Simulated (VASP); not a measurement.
A run of VASP 6.6.1 is set up as follows.

INCAR

```
SYSTEM = Si
PREC = Accurate
ENCUT = 520
EDIFF = 1E-6
ISMEAR = -1
SIGMA = 0.1
LREAL = .FALSE.
LASPH = .TRUE.
NELM = 60
ALGO = Normal
ISIF = 2
LWAVE = .FALSE.
LCHARG = .FALSE.
GGA = PE
NBANDS = 11
```

Contents of KPOINTS:

```
Automatic mesh
0
G
  10 10 10
  0 0 0
```

POSCAR

```
Si
1.0
    0.0000000000      2.7216000000      2.7216000000
    2.7216000000      0.0000000000      2.7216000000
    2.7216000000      2.7216000000      0.0000000000
Si
2
Direct
    0.5000000000      0.5000000000      0.5000000000
    0.7500000000      0.7500000000      0.7500000000
```

Potentials or basis: VASP PAW PBE potentials, release 64 (Si).

Run with:

```sh
$ cat potpaw_PBE.64/Si/POTCAR > POTCAR
$ mpirun -np 1 vasp_std > vasp.out
```

(1) What does it give for the band gap on the k mesh?

(2) What does it give for the pressure?

Results:

(1) 0.59 eV, indirect (least direct gap 2.56 eV).

(2) 1.3 GPa.
